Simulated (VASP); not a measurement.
Write the native input for VASP 6.6.1 that does the following.

| Quantity | Value |
| --- | --- |
| Task | single point |
| Functional | PBE |
| Potentials or basis | VASP PAW PBE potentials, release 64 (Ga_d, N) |
| Cutoff | 600 eV |
| k mesh | 6 × 6 × 6 |
| Occupations | gaussian, width 0.1 eV |
| Spin | collinear spin, ferromagnetic start |
| Starting moments | [0.0, 1.0] μB |
| Dipole correction | no |
| Further INCAR settings | ALGO = Normal; EDIFF = 1e-06; NBANDS = 20 |

The structure of GaN lies in POSCAR:

```
GaN
1.0
    0.0000000000      2.5613520448      2.5613520448
    2.5613520448      0.0000000000      2.5613520448
    2.5613520448      2.5613520448      0.0000000000
Ga N
1 1
Direct
    0.7500000000      0.7500000000      0.7500000000
    0.0000000000      0.0000000000      0.0000000000
```

One way to write it, as run:

INCAR

```
ALGO = Normal ; EDIFF = 1E-6
ENCUT = 600 ; GGA = PE
GGA_COMPAT = False ; ISIF = 2
ISMEAR = 0 ; ISPIN = 2
LASPH = True ; LCHARG = True
LELF = True ; LORBIT = 11
LREAL = False ; LVHAR = True
LWAVE = False ; MAGMOM = 0 1
NBANDS = 20 ; NELM = 200
PREC = Accurate ; SIGMA = 0.1
```

KPOINTS

```
k-points
0
Gamma
  6 6 6
```

Potentials or basis: VASP PAW PBE potentials, release 64 (Ga_d, N).

Launch:

```sh
$ cat potpaw_PBE.64/Ga_d/POTCAR potpaw_PBE.64/N/POTCAR > POTCAR
$ mpirun -np 1 vasp_std > vasp.out
```

Results of the run:

- Pressure: -26.7 GPa
- Band gap on the k mesh: zero (filled and empty bands touch)
- Net moment: 0.00 μB per cell
- Valence electrons inside the program's atomic spheres: Ga 11.36; N 3.49

Wall time 27 s on 1 thread of Intel(R) Xeon(R) 6975P-C (Granite Rapids) (shared host), peak memory 0.19 GiB.
